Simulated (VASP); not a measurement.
CuRu4:

```
Cu Ru
1.0
     2.77223    0.00000    0.00000
    -1.38611    2.40082    0.00000
     0.00000    0.00000    8.91405
Cu Ru
1 4
Cartesian
  0.0000 0.0000 0.0000
  0.0000 1.6005 7.7183
  0.0000 1.6005 3.3588
  1.3861 0.8003 1.1958
  1.3861 0.8003 5.5553
```

```yaml
Program: VASP 6.6.1
Task: relaxation of cell and atoms
Functional: PBE
Potentials_or_basis: VASP PAW PBE potentials, release 64 (Cu, Ru_pv)
Cutoff: 600 eV
k_mesh: 6 × 6 × 2
Occupations: gaussian, width 0.1 eV
Spin: no spin polarisation
```

At the start: pressure 109.4 GPa; volume 11.87 Å³/atom.

Task: Where does the relaxation end?

Result: Over 35 steps the energy falls by 2463.9 meV/atom and the volume is 13.60 Å³/atom (+14.7 %); space group P-3m1 (No. 164, to 0.05 Å).

Step by step:
| step | energy change (eV) | largest force (eV/Å) | pressure (GPa) | volume (Å³) |
| --- | --- | --- | --- | --- |
| 1 | 0.0000 | 18.1736 | 109.37 | 59.33 |
| 2 | 145.0889 | 4.8519 | 17.99 | 159.56 |
| 3 | 8.1919 | 3.6683 | -17.41 | 202.61 |
| 4 | 6.2969 | 3.5207 | -19.47 | 179.26 |
| 5 | 4.7638 | 3.2940 | -21.65 | 168.78 |
| 6 | 4.2608 | 3.1567 | -22.56 | 163.75 |
| 7 | 587.0068 | 11.0240 | 90.22 | 76.51 |
| 8 | 13.8447 | 3.2249 | -5.35 | 129.38 |
| 9 | -1.2120 | 2.3105 | -31.27 | 127.59 |
| 10 | 4.6764 | 1.3381 | -12.19 | 99.89 |
| 11 | -2.4550 | 3.9984 | -1.16 | 93.14 |
| 12 | -6.2414 | 2.1870 | -8.25 | 94.71 |
| 13 | -7.5929 | 2.8230 | -7.12 | 85.22 |
| 14 | -5.1469 | 8.7524 | 82.01 | 62.80 |
| 15 | -7.9900 | 3.9172 | 0.49 | 79.98 |
| 16 | -8.7783 | 4.5725 | 16.74 | 71.05 |
| 17 | -9.0132 | 3.8829 | 17.74 | 70.10 |
| 18 | -9.1315 | 3.0828 | 20.36 | 68.97 |
| 19 | -9.4732 | 2.6299 | 15.21 | 69.69 |
| 20 | -10.2621 | 2.5939 | 1.94 | 71.82 |
| 21 | -10.8922 | 2.2004 | -17.18 | 76.03 |
| 22 | -11.3854 | 1.7392 | -16.21 | 74.50 |
| 23 | -12.2411 | 0.5948 | -7.20 | 69.73 |
| 24 | -12.2462 | 0.6300 | -6.10 | 69.34 |
| 25 | -12.2457 | 0.6167 | -6.38 | 69.48 |
| 26 | -12.2906 | 0.4053 | -2.15 | 68.41 |
| 27 | -12.2975 | 0.2824 | 0.09 | 67.85 |
| 28 | -12.3092 | 0.2822 | 0.20 | 67.80 |
| 29 | -12.3134 | 0.2227 | 0.38 | 67.78 |
| 30 | -12.3177 | 0.0779 | 0.78 | 67.74 |
| 31 | -12.3186 | 0.0758 | -0.09 | 67.98 |
| 32 | -12.3186 | 0.0749 | -0.37 | 68.04 |
| 33 | -12.3186 | 0.0800 | -0.28 | 68.02 |
| 34 | -12.3191 | 0.0517 | -0.22 | 68.02 |
| 35 | -12.3195 | 0.0081 | -0.09 | 68.02 |

Final structure:
```
Cu Ru
1.0
     2.70727    0.00000    0.00000
    -1.35363    2.34456    0.00000
     0.00000    0.00000   10.71639
Cu Ru
1 4
Direct
  0.00000 0.00000 0.00000
  0.33333 0.66667 0.79699
  0.33333 0.66667 0.40168
  0.66667 0.33333 0.20301
  0.66667 0.33333 0.59832
```

Caveat: the k points lie up to 0.45 Å⁻¹ apart in the final cell.
